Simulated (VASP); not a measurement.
Runs of VASP 6.6.1 on BN. The structure is that of space group P6_3/mmc (No. 194), or close to it. The cells are those of the table. 

```csv
task,cell,k mesh,cutoff (eV),smearing,gap on the mesh (eV),pressure (GPa),relaxed volume (Å³/atom)
single point,"a = 2.504, b = 2.504, c = 6.661 Å, angles 90.0, 90.0, 120.0°, 4 atoms",6 × 6 × 4,520,gaussian 0.1 eV,4.28,3.4,-
single point,"a = 2.512, b = 2.512, c = 8.344 Å, angles 90.0, 90.0, 120.0°, 4 atoms",12 × 12 × 4,520,gaussian 0.02 eV,(a),0.1,-
relaxation of cell and atoms,"relaxed from a = 2.512, b = 2.512, c = 8.344 Å, angles 90.0, 90.0, 120.0°, 4 atoms",12 × 12 × 4,600,gaussian 0.02 eV,4.50,0.0,(c)
relaxation of cell and atoms,"relaxed from a = 2.504, b = 2.504, c = 6.661 Å, angles 90.0, 90.0, 120.0°, 4 atoms",12 × 12 × 4,600,gaussian 0.02 eV,4.47,0.0,(b)
```

Alike in all rows: level PBE; potentials or basis VASP PAW PBE potentials, release 64 (B, N); no spin polarisation.

Estimate the missing entries.

(a) 4.40; (b) 10.44; (c) 10.72.

Caveats: some runs use coarse meshes; this functional lacks dispersion, which binds layers or chains, so the pressure and a relaxed spacing across them are unreliable; the volume moved by over 15 % at a fixed basis, so the end points are rough (at least some runs).

A k mesh can miss the band edges.
